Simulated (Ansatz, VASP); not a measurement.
**Two plane-wave programs on C**

INCAR

```
ALGO = Normal
EDIFF = 1E-7
EDIFFG = -0.002
ENCUT = 600
GGA_COMPAT = F
IBRION = 2
ISIF = 3
ISMEAR = 0
LASPH = T
LCHARG = F
LREAL = F
LWAVE = F
NELM = 120
NELMIN = 4
NSW = 100
PREC = Accurate
SIGMA = 0.02
```

File KPOINTS:

```
k-points
0
Gamma
  12 12 12
```

The input POSCAR:

```
C
1.0
    0.0000000000      1.7657957124      1.7657957124
    1.7657957124      0.0000000000      1.7657957124
    1.7657957124      1.7657957124      0.0000000000
C
2
Direct
    0.0000000000      0.0000000000      0.0000000000
    0.2500000000      0.2500000000      0.2500000000
```

Input for Ansatz:

```yaml
crystal:
  lattice:
    - [0.0, 1.765795712, 1.765795712]
    - [1.765795712, 0.0, 1.765795712]
    - [1.765795712, 1.765795712, 0.0]
  atoms:
    - { symbol: C, position: [0.0, 0.0, 0.0] }
    - { symbol: C, position: [0.25, 0.25, 0.25] }
basis:
  ecutwfc: 420
kpoints:
  mp_grid: { grid: [12, 12, 12] }
hamiltonian:
  xc: lda
  pseudopotentials: { kind: paw, azcp: { folder: soft_1 } }
scf:
  occupations: { method: gaussian, width: 0.02 }
output:
  forces: true
  stress: true
  eigenvalues: true
  write_density: true
  write_potential: true
  elf: true
  volumetric_format: npy
relax:
  adjacent_minimum: "off"
  f_tol: 0.002
  max_steps: 80
  cell: { stress_tol: 0.02 }
```

Alike in both runs: task relaxation of cell and atoms; functional LDA; k mesh 12 × 12 × 12; occupations gaussian, width 0.02 eV; no spin polarisation.

|  | VASP | Ansatz |
| --- | --- | --- |
| version | VASP 6.6.1 | Ansatz 0.2.0 |
| potentials or method | VASP PAW LDA potentials, release 64 (C), cutoff 600 eV | scalar-relativistic, plane waves, PAW |
| valence electrons in the cell | 8 | 8 |

|  | VASP | Ansatz | Ansatz less VASP |
| --- | --- | --- | --- |
| gap on the k mesh at the Fermi level, each at its own relaxed structure (eV) | 4.19 | 4.20 | +0.009 |
| relaxed volume (Å³/atom) | 5.52 | 5.51 | -0.011 |
| relaxed length of the cell vector where the two differ most in proportion (Å) | 2.499 | 2.497 | -0.0017 |

Ansatz warns that its potentials were made for another functional, while VASP's fit it. LDA's correlation is that of Perdew and Zunger in VASP and of Perdew and Wang (1992) in Ansatz.
